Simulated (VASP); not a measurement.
# AlCu3 (Pm-3m) in VASP: further runs, part 2 of 2

VASP 6.6.1.

**3. Vibrations by perturbation theory, PBEsol (11.74 Å³/atom)**

This run uses another cell than the first one, of 11.74 Å³/atom.

The input, INCAR:

```
SYSTEM = AlCu3
PREC = Accurate ; ENCUT = 600
EDIFF = 1E-8 ; ISMEAR = -1
SIGMA = 0.15 ; LREAL = .False.
LASPH = .True. ; NELM = 120
ALGO = Normal ; ISIF = 2
LWAVE = .False. ; LCHARG = .False.
GGA = PS ; IBRION = 8
NSW = 1 ; GGA_COMPAT = .False.
```

The input, KPOINTS:

```
regular mesh
0
Gamma
  12 12 12
  0 0 0
```

The input, POSCAR:

```
AlCu3
1.0
    3.6080409615      0.0000000000      0.0000000000
    0.0000000000      3.6080409615      0.0000000000
    0.0000000000      0.0000000000      3.6080409615
Al Cu
1 3
Direct
    0.0000000000      0.0000000000      0.0000000000
    0.5000000000      0.5000000000      0.0000000000
    0.5000000000      0.0000000000      0.5000000000
    0.0000000000      0.5000000000      0.5000000000
```

Potentials or basis: VASP PAW PBE potentials, release 64 (Al, Cu).

Command:

```bash
$ cat potpaw_PBE.64/Al/POTCAR potpaw_PBE.64/Cu/POTCAR > POTCAR
$ mpirun -np 1 vasp_std > vasp.out
```

OUTCAR:

```text
SYSTEM = AlCu3
   PREC = Accurate
   ENCUT = 600
   EDIFF = 1E-8
   ISMEAR = -1
   LREAL = .False.
   LASPH = .True.
   NELM = 120
   ISIF = 2
   GGA = PS
   IBRION = 8
   NSW = 1

 ion  position               nearest neighbor table
   1  0.000  0.000  0.000-   2 2.55   3 2.55   4 2.55   3 2.55   4 2.55   2 2.55   4 2.55   4 2.55
                             2 2.55   3 2.55   3 2.55   2 2.55
   2  0.500  0.500  0.000-   1 2.55   3 2.55   4 2.55   3 2.55   4 2.55   1 2.55   3 2.55   3 2.55
                             1 2.55   4 2.55   4 2.55   1 2.55
   3  0.500  0.000  0.500-   1 2.55   2 2.55   4 2.55   1 2.55   2 2.55   2 2.55   4 2.55   2 2.55
                             1 2.55   4 2.55   1 2.55   4 2.55
   4  0.000  0.500  0.500-   1 2.55   2 2.55   3 2.55   1 2.55   2 2.55   1 2.55   3 2.55   1 2.55
                             2 2.55   3 2.55   2 2.55   3 2.55

  LATTYP: Found a simple cubic cell.
 ALAT       =     3.6080409615

  Lattice vectors:

 A1 = (   3.6080409615,   0.0000000000,   0.0000000000)
 A2 = (   0.0000000000,   3.6080409615,   0.0000000000)
 A3 = (   0.0000000000,   0.0000000000,   3.6080409615)

Analysis of symmetry for initial positions (statically):
=====================================================================
 Subroutine PRICEL returns:
 Original cell was already a primitive cell.

 Routine SETGRP: Setting up the symmetry group for a
 simple cubic supercell.

 Subroutine GETGRP returns: Found 48 space group operations
 (whereof 48 operations were pure point group operations)
 out of a pool of 48 trial point group operations.

The static configuration has the point symmetry O_h .

Analysis of symmetry for dynamics (positions and initial velocities):
=====================================================================
 Subroutine PRICEL returns:
 Original cell was already a primitive cell.

 Routine SETGRP: Setting up the symmetry group for a
 simple cubic supercell.

 Subroutine GETGRP returns: Found 48 space group operations
 (whereof 48 operations were pure point group operations)
 out of a pool of 48 trial point group operations.

The dynamic configuration has the point symmetry O_h .

 Subroutine INISYM returns: Found 48 space group operations
 (whereof 48 operations are pure point group operations),
 and found     1 'primitive' translations

----------------------------------------------------------------------------------------

                                     Primitive cell

  volume of cell :      46.9693

  direct lattice vectors                    reciprocal lattice vectors
     3.608040961  0.000000000  0.000000000     0.277158716  0.000000000  0.000000000
     0.000000000  3.608040961  0.000000000     0.000000000  0.277158716  0.000000000
[... 762 lines left out ...]
      direct lattice vectors                 reciprocal lattice vectors
     3.608040961  0.000000000  0.000000000     0.277158716  0.000000000  0.000000000
     0.000000000  3.608040961  0.000000000     0.000000000  0.277158716  0.000000000
     0.000000000  0.000000000  3.608040961     0.000000000  0.000000000  0.277158716

 POSITION                                       TOTAL-FORCE (eV/Angst)
 -----------------------------------------------------------------------------------
      0.00000      0.00000      0.00000         0.000000      0.000000      0.000000
      1.80402      1.80402      0.00000         0.000000      0.000000      0.000000
      1.80402      0.00000      1.80402         0.000000      0.000000      0.000000
      0.00000      1.80402      1.80402         0.000000      0.000000      0.000000
 -----------------------------------------------------------------------------------
    total drift:                                0.000000      0.000000     -0.000000

  FREE ENERGIE OF THE ION-ELECTRON SYSTEM (eV)
  ---------------------------------------------------
  free  energy   TOTEN  =       -17.8055178677 eV

  energy  without entropy=      -17.7209519376  energy(sigma->0) =      -17.76323490

[... ionic steps 2 to 3 ...]

--------------------------------------- Ionic step        4  -------------------------------------------

------------------------ aborting loop because EDIFF is reached ----------------------------------------
[... 7 lines left out ...]
[... ionic steps 8 to 8 ...]

--------------------------------------- Ionic step        9  -------------------------------------------

 Free energy of the ion-electron system (eV)
  ---------------------------------------------------
  ---------------------------------------------------
  free energy    TOTEN  =        -0.24222267 eV

  energy without entropy =       -0.24222266

------------------------ aborting loop because EDIFF is reached ----------------------------------------

 INTERNAL STRAIN TENSOR  FOR ION    2  DIRECTION 3   (eV/Angst):
 -----------------------------------------------------------------------------
     0.00887  0.00000 -0.00000
     0.00000  0.00887  0.00000
     0.00000 -0.00000 -0.00660

 INTERNAL STRAIN TENSOR FOR ION    4 for displacements in x,y,z  (eV/Angst):
          X           Y           Z          XY          YZ          ZX
  --------------------------------------------------------------------------------
  x     0.00000     0.00000     0.00000     0.00000     0.00000     0.00000
  y     0.00000     0.00000     0.00000     0.00000     0.00000     0.00000
  z     0.00000     0.00000     0.00000     0.00000     0.00000     0.00000

 SECOND DERIVATIVES (NOT SYMMETRIZED)
 ------------------------------------
               1X          1Y          1Z          2X          2Y          2Z          3X          3Y          3Z          4X          4Y          4Z
  1X    -7.924355    0.000000    0.000000    3.849192   -0.000000    0.000000    3.849192    0.000000    0.000000    0.225971    0.000000   -0.000000
  1Y     0.000000   -7.924355   -0.000000   -0.000000    3.849192   -0.000000    0.000000    0.225971   -0.000000    0.000000    3.849192    0.000000
  1Z     0.000000    0.000000   -7.924355    0.000000    0.000000    0.225971   -0.000000   -0.000000    3.849192    0.000000   -0.000000    3.849192
  2X     3.862194    0.000000    0.000000   -7.217574    0.000000    0.000000   -0.216969    0.000000    0.000000    3.572349    0.000000    0.000000
  2Y     0.000000    3.862194    0.000000    0.000000   -7.217574    0.000000    0.000000    3.572349    0.000000    0.000000   -0.216969    0.000000
  2Z     0.000000    0.000000    0.241394   -0.000000    0.000000   -7.385685    0.000000   -0.000000    3.572145   -0.000000    0.000000    3.572145
  3X     3.862194    0.000000    0.000000   -0.216969    0.000000    0.000000   -7.217574    0.000000    0.000000    3.572349    0.000000    0.000000
  3Y    -0.000000    0.241394    0.000000    0.000000    3.572145    0.000000    0.000000   -7.385685    0.000000   -0.000000    3.572145   -0.000000
  3Z     0.000000    0.000000    3.862194    0.000000    0.000000    3.572349    0.000000    0.000000   -7.217574    0.000000    0.000000   -0.216969
  4X     0.241394   -0.000000    0.000000    3.572145    0.000000    0.000000    3.572145   -0.000000    0.000000   -7.385685    0.000000    0.000000
  4Y     0.000000    3.862194    0.000000    0.000000   -0.216969    0.000000    0.000000    3.572349    0.000000    0.000000   -7.217574    0.000000
  4Z     0.000000    0.000000    3.862194    0.000000    0.000000    3.572349    0.000000    0.000000   -0.216969    0.000000    0.000000   -7.217574

 Eigenvectors and eigenvalues of the dynamical matrix
 ----------------------------------------------------

   1 f  =    9.488669 THz    59.619065 2PiTHz  316.507924 cm-1    39.241964 meV
             X         Y         Z           dx          dy          dz
      0.000000  0.000000  0.000000    -0.859102    0.013206    0.000000
      1.804020  1.804020  0.000000     0.348674   -0.005360    0.000000
      1.804020  0.000000  1.804020     0.348674    0.002094   -0.000000
      0.000000  1.804020  1.804020    -0.136233   -0.005360    0.000000
[... 71 lines left out ...]
  12 f/i=    0.008249 THz     0.051827 2PiTHz    0.275143 cm-1     0.034113 meV
             X         Y         Z           dx          dy          dz
      0.000000  0.000000  0.000000    -0.007582    0.023447    0.352144
      1.804020  1.804020  0.000000    -0.011606    0.035890    0.538527
      1.804020  0.000000  1.804020    -0.011606    0.035857    0.539032
      0.000000  1.804020  1.804020    -0.011595    0.035890    0.539032

--------------------------------------------------------------------------------------------------------

 ELASTIC MODULI CONTR FROM IONIC RELAXATION (kBar)
 Direction    XX          YY          ZZ          XY          YZ          ZX
 --------------------------------------------------------------------------------
 XX           0.0000      0.0000      0.0000      0.0000      0.0000      0.0000
 YY           0.0000      0.0000      0.0000      0.0000      0.0000      0.0000
 ZZ           0.0000      0.0000      0.0000      0.0000      0.0000      0.0000
 XY           0.0000      0.0000      0.0000      0.0000      0.0000      0.0000
 YZ           0.0000      0.0000      0.0000      0.0000      0.0000      0.0000
 ZX           0.0000      0.0000      0.0000      0.0000      0.0000      0.0000
 --------------------------------------------------------------------------------
```

stdout:

```text
POSCAR found type information on POSCAR AlCu
 POSCAR found :  2 types and       4 ions
 scaLAPACK will be used
 -----------------------------------------------------------------------------
|                                                                             |
|                                                                             |
|     You enforced a specific xc type in the INCAR file but a different       |
|     I HOPE YOU KNOW WHAT YOU ARE DOING!                                     |
|                                                                             |
 -----------------------------------------------------------------------------

 LDA part: xc-table for (Slater+PW92), standard interpolation
 POSCAR, INCAR and KPOINTS ok, starting setup
 FFT: planning ... GRIDC
 FFT: planning ... GRID_SOFT
 FFT: planning ... GRID
 WAVECAR not read
 entering main loop
 Linear response reoptimize wavefunctions to high precision
 Linear response DOF=           3
 Linear response progress:
 first order change of Fermi-energy  -0.44436E-04
 force on displaced ion       1 direction 1 :  -7.924   0.000   0.000
 Linear response progress:
 first order change of Fermi-energy   0.73052E-04
 force on displaced ion       2 direction 1 :  -7.218   0.000   0.000
 Linear response progress:
 first order change of Fermi-energy   0.21904E-03
 force on displaced ion       2 direction 3 :   0.000   0.000  -7.386
 Linear response finished
```

It took 28 min on 1 thread of Oxide Virtual Turin-like, shared host; peak memory 0.85 GiB.

Results:

| Item | Value |
| --- | --- |
| Highest phonon frequency at Γ | 317 cm⁻¹ |

Phonon frequencies in cm⁻¹ (negative: imaginary):
| q point | frequencies |
| --- | --- |
| (0.000, 0.000, 0.000) | 0 0 0 173 173 173 208 208 208 317 317 317 |

Caveat: the cell stands under pressure or tension, which shifts response properties; the PAW data sets were made with another functional, which shifts forces and pressure a little.
